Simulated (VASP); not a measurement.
# ZnCu (Pm-3m) in VASP: further runs

Runs on ZnCu. Level: PBE. Tasks: single point.

Program: VASP 6.6.1. These are calculated values, not measurements. Logs are shortened: lines on timing, memory, paths and dates and some standing lists are left out, and cuts for length are marked.

## Step 1: The cell of the first run

The structure is cubic, space group Pm-3m (No. 221). Conventional cell: a = 2.885 Å, b = 2.885 Å, c = 2.885 Å, α = 90.00°, β = 90.00°, γ = 90.00°. Within 3.3 Å of Zn (site symmetry m-3m) lie 8 Cu at 2.50 Å and 6 Zn at 2.88 Å. Within 3.3 Å of Cu (site symmetry m-3m) lie 8 Zn at 2.50 Å and 6 Cu at 2.88 Å.

## Step 2: Single point, PBE

INCAR reads:

```
SYSTEM = ZnCu
PREC = Accurate ; ENCUT = 600
EDIFF = 1E-6 ; ISMEAR = -1
SIGMA = 0.05 ; LREAL = .False.
LASPH = .True. ; NELM = 120
ALGO = Normal ; ISIF = 2
LWAVE = .False. ; LCHARG = .False.
GGA = PE ; NBANDS = 18
GGA_COMPAT = .False.
```

KPOINTS reads:

```
Automatic mesh
0
Gamma
  8 8 8
  0 0 0
```

POSCAR reads:

```
ZnCu
1.0
    2.8848810902      0.0000000000      0.0000000000
    0.0000000000      2.8848810902      0.0000000000
    0.0000000000      0.0000000000      2.8848810902
Zn Cu
1 1
Direct
    0.5000000000      0.5000000000      0.5000000000
    0.0000000000      0.0000000000      0.0000000000
```

Potentials or basis: VASP PAW PBE potentials, release 64 (Zn, Cu).

On the command line:

```console
> cat potpaw_PBE.64/Zn/POTCAR potpaw_PBE.64/Cu/POTCAR > POTCAR
> mpirun -np 1 vasp_std > vasp.out
```

OUTCAR:

```text
SYSTEM = ZnCu
   PREC = Accurate
   ENCUT = 600
   EDIFF = 1E-6
   ISMEAR = -1
   LREAL = .False.
   LASPH = .True.
   NELM = 120
   ISIF = 2
   GGA = PE

 ion  position               nearest neighbor table
   1  0.500  0.500  0.500-   2 2.50   2 2.50   2 2.50   2 2.50   2 2.50   2 2.50   2 2.50   2 2.50

   2  0.000  0.000  0.000-   1 2.50   1 2.50   1 2.50   1 2.50   1 2.50   1 2.50   1 2.50   1 2.50

  LATTYP: Found a simple cubic cell.
 ALAT       =     2.8848810902

  Lattice vectors:

 A1 = (   2.8848810902,   0.0000000000,   0.0000000000)
 A2 = (   0.0000000000,   2.8848810902,   0.0000000000)
 A3 = (   0.0000000000,   0.0000000000,   2.8848810902)

Analysis of symmetry for initial positions (statically):
=====================================================================
 Subroutine PRICEL returns:
 Original cell was already a primitive cell.

 Routine SETGRP: Setting up the symmetry group for a
 simple cubic supercell.

 Subroutine GETGRP returns: Found 48 space group operations
 (whereof 48 operations were pure point group operations)
 out of a pool of 48 trial point group operations.

The static configuration has the point symmetry O_h .

Analysis of symmetry for dynamics (positions and initial velocities):
=====================================================================
 Subroutine PRICEL returns:
 Original cell was already a primitive cell.

 Routine SETGRP: Setting up the symmetry group for a
 simple cubic supercell.

 Subroutine GETGRP returns: Found 48 space group operations
 (whereof 48 operations were pure point group operations)
 out of a pool of 48 trial point group operations.

The dynamic configuration has the point symmetry O_h .

 Subroutine INISYM returns: Found 48 space group operations
 (whereof 48 operations are pure point group operations),
 and found     1 'primitive' translations

----------------------------------------------------------------------------------------

                                     Primitive cell

  volume of cell :      24.0095

  direct lattice vectors                    reciprocal lattice vectors
     2.884881090  0.000000000  0.000000000     0.346634738  0.000000000  0.000000000
     0.000000000  2.884881090  0.000000000     0.000000000  0.346634738  0.000000000
     0.000000000  0.000000000  2.884881090     0.000000000  0.000000000  0.346634738

  length of vectors
     2.884881090  2.884881090  2.884881090     0.346634738  0.346634738  0.346634738

  position of ions in fractional coordinates (direct lattice)
     0.500000000  0.500000000  0.500000000
     0.000000000  0.000000000  0.000000000

  ion indices of the primitive-cell ions
   primitive index   ion index
                 1           1
                 2           2

----------------------------------------------------------------------------------------

 KPOINTS: Automatic mesh

Automatic generation of k-mesh.
 Grid dimensions read from file:
 generate k-points for:    8    8    8

 Generating k-lattice:

  Cartesian coordinates                     Fractional coordinates (reciprocal lattice)
     0.043329342  0.000000000  0.000000000     0.125000000  0.000000000  0.000000000
     0.000000000  0.043329342  0.000000000     0.000000000  0.125000000  0.000000000
     0.000000000  0.000000000  0.043329342     0.000000000  0.000000000  0.125000000

  Length of vectors
     0.043329342  0.043329342  0.043329342

  Shift w.r.t. Gamma in fractional coordinates (k-lattice)
     0.000000000  0.000000000  0.000000000

 Subroutine IBZKPT returns following result:
 ===========================================

 Found     35 irreducible k-points:

 Following reciprocal coordinates:
            Coordinates               Weight
  0.000000  0.000000  0.000000      1.000000
  0.125000  0.000000  0.000000      6.000000
  0.250000  0.000000  0.000000      6.000000
  0.375000  0.000000  0.000000      6.000000
  0.500000  0.000000  0.000000      3.000000
  0.125000  0.125000  0.000000     12.000000
[... 16 lines left out ...]
  0.375000  0.375000  0.125000     24.000000
  0.500000  0.375000  0.125000     24.000000
 [... further k-points ...]
   k-points           NKPTS =     35   k-points in BZ     NKDIM =     35   number of bands    NBANDS=     18
   number of dos      NEDOS =    301   number of ions     NIONS =      2
   total plane-waves  NPLWV =  13824
   dimension x,y,z NGX =    24 NGY =   24 NGZ =   24
   dimension x,y,z NGXF=    48 NGYF=   48 NGZF=   48
   ions per type =               1   1
   NGX,Y,Z   is equivalent  to a cutoff of  13.83, 13.83, 13.83 a.u.
   NGXF,Y,Z  is equivalent  to a cutoff of  27.66, 27.66, 27.66 a.u.
 SYSTEM =  ZnCu
   PREC   = accura    normal or accurate (medium, high low for compatibility)
   ISTART =      0    job   : 0-new  1-cont  2-samecut
   ICHARG =      2    charge: 1-file 2-atom 10-const
   ISPIN  =      1    spin polarized calculation?
   LNONCOLLINEAR =      F non collinear calculations
   LSORBIT =      F    spin-orbit coupling
   LASPH  =      T    aspherical Exc in radial PAW
   ENCUT  =  600.0 eV  44.10 Ry    6.64 a.u.   5.76  5.76  5.76*2*pi/ulx,y,z
   NELM   =    120;   NELMIN=  2; NELMDL= -5     # of ELM steps
   EDIFF  = 0.1E-05   stopping-criterion for ELM
   LREAL  =      F    real-space projection
   EDIFFG = 0.1E-04   stopping-criterion for IOM
   NSW    =      0    number of steps for IOM
   IBRION =     -1    ionic relax: 0-MD 1-quasi-New 2-CG
   NFREE  =      0    steps in history (QN), initial steepest desc. (CG)
   ISIF   =      2    stress and relaxation
   ISYM   =      2    0-nonsym 1-usesym 2-fastsym
   POTIM  = 0.5000    time-step for ionic-motion
   TEBEG  =    0.0;   TEEND  =   0.0 temperature during run
   PSTRESS=    0.0 pullay stress
   NELECT =      23.0000    total number of electrons
   NUPDOWN=      -1.0000    fix difference up-down
   EMIN   =  10.00;   EMAX   =-10.00  energy-range for DOS
   EFERMI =   0.00;   METHOD = LEGACY
   ISMEAR =    -1;   SIGMA  =   0.05  broadening in eV -4-tet -1-fermi 0-gaus
   EFERMI_NEDOS =   21; number of points for ismear=-14 and -15
   IALGO  =     38    algorithm
   IMIX   =      4    mixing-type and parameters
     AMIX     =   0.40;   BMIX     =  1.00
     AMIX_MAG =   1.60;   BMIX_MAG =  1.00
  volume/ion in A,a.u.               =      12.00        81.01
  Fermi-wavevector in a.u.,A,eV,Ry     =   1.613824  3.049685 35.435397  2.604428
  Thomas-Fermi vector in A             =   2.708832
   LORBIT       =      0    0 simple, 1 ext, 2 COOP (PROOUT), +10 PAW based schemes
   GGA     = PE    functional components
   LHFCALC =     F    Hartree Fock is set to
   AEXX    =    0.0000 exact exchange contribution
   IVDW    =     0    specifies the selected vdW correction
   LEPSILON=     F    determine dielectric tensor
   LRPA    =     F    only Hartree local field effects (RPA)
 non-spin polarized calculation
  energy-cutoff  :      600.00
  volume of cell :       24.01
 maximum number of plane-waves:       840
 NGX is ok and might be reduce to    24
   NGX = 11   NGY = 11   NGZ = 11

 number of electron      22.9999980 magnetization

 Free energy of the ion-electron system (eV)
  ---------------------------------------------------
  ext. energy  EPLUGINS =         0.00000000
  ---------------------------------------------------
  free energy    TOTEN  =        -4.94766110 eV

  energy without entropy =       -4.94138504  energy(sigma->0) =       -4.94452307

 E-fermi :   5.9135     XC(G=0): -12.7509

 val. band max:        5.8151233462   @ k =   0.3750   0.2500   0.1250
 cond. band min:       5.9780292443   @ k =   0.3750   0.3750   0.1250
 fundamental gap:      0.1629058981
 Fermi energy:         5.9134569996

 k-point     1 :       0.0000    0.0000    0.0000
  band No.  band energies     occupation
      1      -4.6767      2.00000
      2      -1.9171      2.00000
      3      -1.9171      2.00000
      4      -1.1123      2.00000
      5      -1.1123      2.00000
      6      -1.1123      2.00000
[... 10 lines left out ...]
     17      19.4595      0.00000
     18      30.2100      0.00000

 k-point     2 :       0.1250    0.0000    0.0000
  band No.  band energies     occupation
      1      -4.3824      2.00000
      2      -1.8785      2.00000
      3      -1.8499      2.00000
      4      -1.1388      2.00000
      5      -1.1388      2.00000
      6      -1.0978      2.00000
[... 10 lines left out ...]
     17      21.3668      0.00000
     18      27.8406      0.00000

 k-point     3 :       0.2500    0.0000    0.0000
  band No.  band energies     occupation
      1      -3.5376      2.00000
      2      -1.7829      2.00000
      3      -1.6610      2.00000
      4      -1.2023      2.00000
      5      -1.2023      2.00000
      6      -1.0622      2.00000
[... 10 lines left out ...]
     17      24.8514      0.00000
     18      24.9106      0.00000

 k-point     4 :       0.3750    0.0000    0.0000
  band No.  band energies     occupation
      1      -2.4125      2.00000
      2      -1.6834      2.00000
      3      -1.2653      2.00000
      4      -1.2653      2.00000
      5      -1.2401      2.00000
      6      -1.0261      2.00000
[... 10 lines left out ...]
     17      21.6182      0.00000
     18      21.6182      0.00000

 k-point     5 :       0.5000    0.0000    0.0000
  band No.  band energies     occupation
      1      -1.9746      2.00000
      2      -1.6410      2.00000
      3      -1.2912      2.00000
      4      -1.2912      2.00000
      5      -1.0110      2.00000
      6      -0.3223      2.00000
[... 10 lines left out ...]
     17      20.0026      0.00000
     18      21.3335      0.00000

 k-point     6 :       0.1250    0.1250    0.0000
  band No.  band energies     occupation
      1      -4.0940      2.00000
      2      -1.8319      2.00000
      3      -1.7947      2.00000
      4      -1.1663      2.00000
      5      -1.1549      2.00000
      6      -1.1037      2.00000
[... 307 lines left out ...]
 k-point    21 :       0.3750    0.2500    0.1250
  band No.  band energies     occupation
      1      -1.9218      2.00000
      2      -1.6389      2.00000
      3      -1.3973      2.00000
      4      -1.3188      2.00000
      5      -1.2615      2.00000
      6      -0.2546      2.00000
[... 10 lines left out ...]
     17      22.9424      0.00000
     18      23.5117      0.00000

 k-point    22 :       0.5000    0.2500    0.1250
  band No.  band energies     occupation
      1      -1.8339      2.00000
      2      -1.6421      2.00000
      3      -1.4334      2.00000
      4      -1.2983      2.00000
      5      -1.2554      2.00000
      6       0.9653      2.00000
[... 10 lines left out ...]
     17      23.3874      0.00000
     18      24.3114      0.00000

 k-point    23 :       0.3750    0.3750    0.1250
  band No.  band energies     occupation
      1      -1.9788      2.00000
      2      -1.6541      2.00000
      3      -1.4263      2.00000
      4      -1.3960      2.00000
      5      -1.0025      2.00000
      6       0.5964      2.00000
[... 10 lines left out ...]
     17      20.3488      0.00000
     18      23.2258      0.00000

 k-point    24 :       0.5000    0.3750    0.1250
  band No.  band energies     occupation
      1      -2.0214      2.00000
      2      -1.6519      2.00000
      3      -1.4614      2.00000
      4      -1.4193      2.00000
      5      -0.9093      2.00000
      6       1.1825      2.00000
[... 10 lines left out ...]
     17      21.3758      0.00000
     18      22.3229      0.00000

 [... further k-points ...]
[... 5 lines left out ...]
  --------------------------------------------------------------------------------------
  -------------------------------------------------------------------------------------
  Total        1.8375495      1.8375495      1.8375495      0.0000000      0.0000000     -0.0000000
  in kB      122.6212889    122.6212889    122.6212889      0.0000000      0.0000000     -0.0000000
  external PRESSURE =     122.6212889 kB  Pullay stress =       0.0000000 kB

 VOLUME and BASIS-vectors are now :
 -----------------------------------------------------------------------------
  energy-cutoff  :      600.00
  volume of cell :       24.01
      direct lattice vectors                 reciprocal lattice vectors
     2.884881090  0.000000000  0.000000000     0.346634738  0.000000000  0.000000000
     0.000000000  2.884881090  0.000000000     0.000000000  0.346634738  0.000000000
     0.000000000  0.000000000  2.884881090     0.000000000  0.000000000  0.346634738

 POSITION                                       TOTAL-FORCE (eV/Angst)
 -----------------------------------------------------------------------------------
      1.44244      1.44244      1.44244         0.000000      0.000000      0.000000
      0.00000      0.00000      0.00000         0.000000      0.000000      0.000000
 -----------------------------------------------------------------------------------
    total drift:                                0.000000      0.000000     -0.000000

  FREE ENERGIE OF THE ION-ELECTRON SYSTEM (eV)
  ---------------------------------------------------
  free  energy   TOTEN  =        -4.9476610962 eV

  energy  without entropy=       -4.9413850374  energy(sigma->0) =       -4.94452307
```

It took 16 s on 1 thread of Intel Xeon Platinum 8259CL at 2.50GHz (Skylake/Cascade Lake), shared host; peak memory 0.14 GiB.

Results:

```yaml
Free_energy: -4.9477 eV
Pressure: 12.3 GPa
```

Levels at points of the mesh, in eV from the Fermi level:
| k point | band 9 | band 10 | band 11 | band 12 | band 13 | band 14 |
| --- | --- | --- | --- | --- | --- | --- |
| (0.00, 0.00, 0.00) | -2.59 | -2.59 | -2.59 | 6.70 | 6.70 | 6.70 |
| (0.50, 0.00, 0.00) | -3.21 | -3.21 | -2.69 | -1.81 | 12.51 | 12.51 |
| (0.50, 0.50, 0.00) | -2.74 | -2.34 | -1.84 | -1.84 | 2.28 | 2.60 |
| (0.50, 0.50, 0.50) | -2.32 | -2.32 | 4.56 | 4.73 | 4.73 | 4.73 |

## Step 3: Single point, PBE

This run uses another cell than the first one, of 12.26 Å³/atom, 1.021 times its volume.

INCAR reads:

```
PREC = Accurate
ENCUT = 600
EDIFF = 1E-6
ISMEAR = -1
SIGMA = 0.05
LREAL = F
LASPH = T
NELM = 120
ALGO = Normal
ISIF = 2
LWAVE = F
LCHARG = T
GGA = PE
LELF = T
LVHAR = T
NBANDS = 18
GGA_COMPAT = F
```

KPOINTS reads:

```
Automatic mesh
0
Gamma
  8 8 8
```

POSCAR reads:

```
ZnCu
1.0
    2.9051978236      0.0000000000      0.0000000000
    0.0000000000      2.9051978236      0.0000000000
    0.0000000000      0.0000000000      2.9051978236
Zn Cu
1 1
Direct
    0.5000000000      0.5000000000      0.5000000000
    0.0000000000      0.0000000000      0.0000000000
```

Potentials or basis: VASP PAW PBE potentials, release 64 (Zn, Cu).

On the command line:

```console
> cat potpaw_PBE.64/Zn/POTCAR potpaw_PBE.64/Cu/POTCAR > POTCAR
> mpirun -np 1 vasp_std > vasp.out
```

Wall time 17 s (1 thread of Intel Xeon Platinum 8259CL at 2.50GHz (Skylake/Cascade Lake), shared host); peak memory 0.14 GiB.

The run converged. Its results:

```
Free energy : -4.9816 eV
Pressure    : 8.9 GPa
```

Levels at points of the mesh, in eV from the Fermi level:
| k point | band 8 | band 9 | band 10 | band 11 | band 12 | band 13 | band 14 | band 15 |
| --- | --- | --- | --- | --- | --- | --- | --- | --- |
| (0.00, 0.00, 0.00) | -3.45 | -2.56 | -2.56 | -2.56 | 6.62 | 6.62 | 6.62 | 11.76 |
| (0.50, 0.00, 0.00) | -3.60 | -3.15 | -3.15 | -2.64 | -1.80 | 12.31 | 12.31 | 12.93 |
| (0.50, 0.50, 0.00) | -2.71 | -2.71 | -2.31 | -1.78 | -1.78 | 2.18 | 2.51 | 14.62 |
| (0.50, 0.50, 0.50) | -4.23 | -2.29 | -2.29 | 4.39 | 4.68 | 4.68 | 4.68 | 4.89 |
